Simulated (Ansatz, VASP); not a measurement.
**HfC: VASP beside Ansatz**

```xyz
8
Lattice="3.2891 0.0000 0.0000 -1.6446 2.8484 0.0000 0.0000 0.0000 24.3994" Properties=species:S:1:pos:R:3 pbc="T T T"
Hf    0.0000    1.8990    7.5000
Hf    0.0000    0.0000   10.1855
Hf    1.6446    0.9495   12.8711
Hf    0.0000    1.8990   15.5566
C     1.6446    0.9495    8.8428
C     0.0000    1.8990   11.5283
C     0.0000    0.0000   14.2139
C     1.6446    0.9495   16.8994
```

Alike in both runs: task single point; functional PBE; k mesh 12 × 12 × 1; occupations gaussian, width 0.1 eV; no spin polarisation.

|  | VASP | Ansatz |
| --- | --- | --- |
| version | VASP 6.6.1 | Ansatz 0.2.0 |
| potentials or method | VASP PAW PBE potentials, release 64 (Hf_pv, C), cutoff 520 eV | scalar-relativistic, plane waves, PAW |
| valence electrons in the cell | 56 | 120 |

VASP gave:

- gap on the k mesh at the Fermi level (eV): none
- rms of the force components (eV/Å): 0.573
- work function, face that differs most (eV): 6.91

Question: Which values does Ansatz return?

Answer: gap on the k mesh at the Fermi level (eV): none; rms of the force components (eV/Å): 0.570; work function, face that differs most (eV): 6.90.

A gap of «none» marks a metal or a gap that the smearing closes. VASP's potentials hold 56 valence electrons a cell and Ansatz's 120, so a difference there can come from the potentials and not from the codes. Ansatz's warnings: eigensolver not converged, forces off the residual converged image, xc potential rough in thin density.

Neither program's run includes spin-orbit coupling.
